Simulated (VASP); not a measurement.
Crystal: ZrSi6.

```xyz
7
Lattice="5.6592 0.0000 0.0000 0.0000 5.6592 0.0000 0.0000 0.0000 5.6592" Properties=species:S:1:pos:R:3 pbc="T T T"
Zr    0.0000    0.0000    0.0000
Si    4.5424    2.8296    2.8296
Si    1.1169    2.8296    2.8296
Si    2.8296    4.5424    2.8296
Si    2.8296    1.1169    2.8296
Si    2.8296    2.8296    4.5424
Si    2.8296    2.8296    1.1169
```

* Program: VASP 6.6.1
* Task: relaxation of cell and atoms
* Functional: PBE
* Potentials or basis: VASP PAW PBE potentials, release 64 (Zr_sv, Si)
* Cutoff: 600 eV
* k mesh: 8 × 8 × 8
* Occupations: gaussian, width 0.1 eV
* Spin: no spin polarisation

At the start: pressure 1.0 GPa; volume 25.89 Å³/atom.

Task: Where does the relaxation end?

Result: Over 6 steps the energy falls by 2.4 meV/atom and the volume is 26.59 Å³/atom (+2.7 %); space group Pm-3m (No. 221, to 0.05 Å).

The path:
```tsv
step	energy change (eV)	largest force (eV/Å)	pressure (GPa)	volume (Å³)
1	0.0000	0.0742	0.97	181.25
2	-0.0160	0.0679	0.10	185.38
3	-0.0163	0.0669	-0.03	186.01
4	-0.0163	0.0668	-0.05	186.12
5	-0.0165	0.0460	0.04	186.09
6	-0.0167	0.0002	0.00	186.10
```

Final structure:
```yaml
crystal:
  lattice:
    - [5.70933, 0.00000, 0.00000]
    - [0.00000, 5.70933, 0.00000]
    - [0.00000, 0.00000, 5.70933]
  atoms:
    - { symbol: Zr, position: [0.00000, 0.00000, 0.00000] }
    - { symbol: Si, position: [0.80153, 0.50000, 0.50000] }
    - { symbol: Si, position: [0.19847, 0.50000, 0.50000] }
    - { symbol: Si, position: [0.50000, 0.80153, 0.50000] }
    - { symbol: Si, position: [0.50000, 0.19847, 0.50000] }
    - { symbol: Si, position: [0.50000, 0.50000, 0.80153] }
    - { symbol: Si, position: [0.50000, 0.50000, 0.19847] }
```
